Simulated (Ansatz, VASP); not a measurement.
## One calculation of Bi, two programs

File INCAR:

```
PREC = Accurate
ENCUT = 600
EDIFF = 1E-6
ISMEAR = 0
SIGMA = 0.1
LREAL = False
LASPH = True
NELM = 100
ALGO = Fast
ISIF = 3
LWAVE = False
LCHARG = False
GGA = PE
IBRION = 2
NSW = 80
EDIFFG = -0.01
```

The input KPOINTS:

```
Automatic mesh
0
Gamma
  12 12 4
```

The input POSCAR:

```
Bi
1.0
    3.5108910958      0.0000000000      0.0000000000
   -1.7554455479      3.0405208789      0.0000000000
    0.0000000000      0.0000000000     11.7529016065
Bi
4
Direct
    0.0000000000      0.0000000000      0.0000000000
    0.3333333333      0.6666666667      0.2500000000
    0.0000000000      0.0000000000      0.5000000000
    0.6666666667      0.3333333333      0.7500000000
```

Input for Ansatz:

```yaml
crystal:
  lattice:
    - [3.5108910958, 0.0, 0.0]
    - [-1.7554455479, 3.0405208789, 0.0]
    - [0.0, 0.0, 11.7529016065]
  atoms:
    - { symbol: Bi, position: [0.0, 0.0, 0.0] }
    - { symbol: Bi, position: [0.3333333333, 0.6666666667, 0.25] }
    - { symbol: Bi, position: [0.0, 0.0, 0.5] }
    - { symbol: Bi, position: [0.6666666667, 0.3333333333, 0.75] }
basis:
  ecutwfc: 420
kpoints:
  mp_grid: { grid: [12, 12, 4] }
hamiltonian:
  xc: pbe
scf:
  occupations: { method: gaussian, width: 0.1 }
output:
  forces: true
  stress: true
  eigenvalues: true
relax:
  adjacent_minimum: "off"
  f_tol: 0.01
  max_steps: 60
  cell: { stress_tol: 0.1 }
```

Alike in both runs: task relaxation of cell and atoms; functional PBE; k mesh 12 × 12 × 4; occupations gaussian, width 0.1 eV; no spin polarisation.

```csv
,VASP,Ansatz
version,VASP 6.6.1,Ansatz 0.2.0
potentials or method,"VASP PAW PBE potentials, release 64 (Bi_d), cutoff 600 eV","scalar-relativistic, plane waves, PAW"
valence electrons in the cell,60,60
```

```csv
,VASP,Ansatz,Ansatz less VASP
"gap on the k mesh at the Fermi level, each at its own relaxed structure (eV)",none,none,-
relaxed volume (Å³/atom),31.62,31.64,+0.013
relaxed length of the cell vector where the two differ most in proportion (Å),11.785,11.789,+0.0040
```

A gap of «none» marks a metal or a gap that the smearing closes.

Neither program's run includes spin-orbit coupling.
